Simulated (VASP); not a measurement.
# Zr2Ge2W: single point with PBE

The system is Zr2Ge2W.

```
Zr Ge W
1.0
     4.97259    0.00000    0.00000
    -2.48630    4.30639    0.00000
     0.00000    0.00000    5.48576
Zr Ge W
2 2 1
Direct
  0.33333 0.66667 0.00000
  0.66667 0.33333 0.00000
  0.33333 0.66667 0.50000
  0.66667 0.33333 0.50000
  0.00000 0.00000 0.00000
```

The cell was built from a structure type or drawn by symmetry, and may not be a known phase.

- Program: VASP 6.6.1
- Task: single point
- Functional: PBE
- Potentials or basis: VASP PAW PBE potentials, release 64 (Zr_sv, Ge_d, W_sv)
- Cutoff: 520 eV
- k mesh: 6 × 6 × 4
- Occupations: gaussian, width 0.1 eV
- Spin: no spin polarisation
- Dipole correction: no
- Further INCAR settings: ALGO = Normal; EDIFF = 1e-06; NBANDS = 41

```yaml
Pressure: 0.0 GPa
Band_gap_on_the_k_mesh: zero (bands 33 and 34 overlap by 1.02 eV)
```

Levels at points of the mesh, in eV from the Fermi level:
```
           k point  band 29  band 30  band 31  band 32  band 33  band 34  band 35  band 36  band 37  band 38
(0.00, 0.00, 0.00)    -0.79    -0.79    -0.32    -0.32    -0.12    -0.12    -0.04     0.16     0.16     1.51
(0.50, 0.00, 0.00)    -1.93    -1.35    -1.24    -1.01    -0.93    -0.45     1.33     1.49     1.77     2.22
(0.00, 0.00, 0.50)    -1.24    -1.24    -0.72    -0.36    -0.36     0.03     0.03     0.68     1.27     1.27
(0.50, 0.00, 0.50)    -1.79    -1.34    -1.21    -0.68    -0.44    -0.43     0.20     0.28     2.20     2.52
```

Wall time 2.6 min on 1 thread of Intel(R) Xeon(R) 6975P-C (Granite Rapids), with other jobs on the host, peak memory 0.3 GiB.

Caveat: spin-orbit coupling is left out, which moves the levels of the heavy elements.
